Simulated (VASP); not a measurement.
Crystal: Cd4S.

```
CELL_PARAMETERS angstrom
4.91096 0.00000 0.00000
-2.45548 4.25301 0.00000
0.00000 0.00000 4.22060
ATOMIC_POSITIONS crystal
Cd 0.33333 0.66667 0.00000
Cd 0.66667 0.33333 0.00000
Cd 0.33333 0.66667 0.50000
Cd 0.66667 0.33333 0.50000
S 0.00000 0.00000 0.00000
```

The cell was built from a structure type or drawn by symmetry, and may not be a known phase.

- Program: VASP 6.6.1
- Task: relaxation of cell and atoms
- Functional: PBE
- Potentials or basis: VASP PAW PBE potentials, release 64 (Cd, S)
- Cutoff: 600 eV
- k mesh: 6 × 6 × 4
- Occupations: gaussian, width 0.1 eV
- Spin: no spin polarisation

At the start: pressure 77.5 GPa; volume 17.63 Å³/atom.

**Question.** How do energy, volume and symmetry change on relaxing?

**Answer.** Over 8 steps the energy falls by 2275.2 meV/atom and the volume is 26.87 Å³/atom (+52.4 %); space group P6/mmm (No. 191, to 0.1 Å) before and after.

Step by step:
```
step  energy change (eV)  largest force (eV/Å)  pressure (GPa)  volume (Å³)
   1              0.0000                0.0000           77.46        88.15
   2             -3.8137                0.0000          -23.66       219.64
   3            -11.2805                0.0000           -2.05       147.72
   4            -11.2979                0.0000           -1.91       146.31
   5            -11.3723                0.0000           -0.01       134.09
   6            -11.3727                0.0000           -0.50       136.23
   7            -11.3737                0.0000           -0.28       135.20
   8            -11.3759                0.0000           -0.06       134.34
```

Final structure:
```
Cd S
1.0
     5.11918    0.00000    0.00000
    -2.55959    4.43334    0.00000
     0.00000    0.00000    5.91954
Cd S
4 1
Direct
  0.33333 0.66667 0.00000
  0.66667 0.33333 0.00000
  0.33333 0.66667 0.50000
  0.66667 0.33333 0.50000
  0.00000 0.00000 0.00000
```

Caveat: the k points lie up to 0.27 Å⁻¹ apart in the final cell, too coarse for converged energies and pressures of a metal; the volume moved by over 15 % at a fixed basis, so the end points are rough.
